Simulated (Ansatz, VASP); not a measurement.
One calculation of CdSiN2, two programs

```xyz
4
Lattice="2.9138 0.0000 0.0000 0.0000 2.9138 0.0000 0.0000 0.0000 4.9079" Properties=species:S:1:pos:R:3 pbc="T T T"
Cd    0.0000    0.0000    0.0000
N     0.0000    1.4569    1.5542
N     1.4569    0.0000    3.3537
Si    1.4569    1.4569    2.4539
```

Change from the starting cell: hydrostatic strain -4.0%.

Alike in both runs: task single point; functional PBE; k mesh 8 × 8 × 6; occupations fermi-dirac, width 0.02 eV; no spin polarisation.

|  | VASP | Ansatz |
| --- | --- | --- |
| version | VASP 6.6.1 | Ansatz 0.2.0 |
| potentials or method | VASP PAW PBE potentials, release 64 (Cd_sv_GW, N, Si) | plane waves, PAW |
| plane-wave cutoff (eV) | 600 | 420 |
| valence electrons in the cell | 34 | 34 |

Ansatz gave:

| Quantity | Value |
| --- | --- |
| gap on the k mesh at the Fermi level (eV) | 1.85 |
| pressure (GPa) | 35.2 |
| rms of the force components (eV/Å) | 0.056 |

Q: What did VASP give for the same quantities?

A: gap on the k mesh at the Fermi level (eV): 1.86; pressure (GPa): 34.7; rms of the force components (eV/Å): 0.046.

Both programs put the cell under a high pressure, so it lies far from rest at this level. With one functional, cell and mesh, what is left measures potentials, basis and numerics.
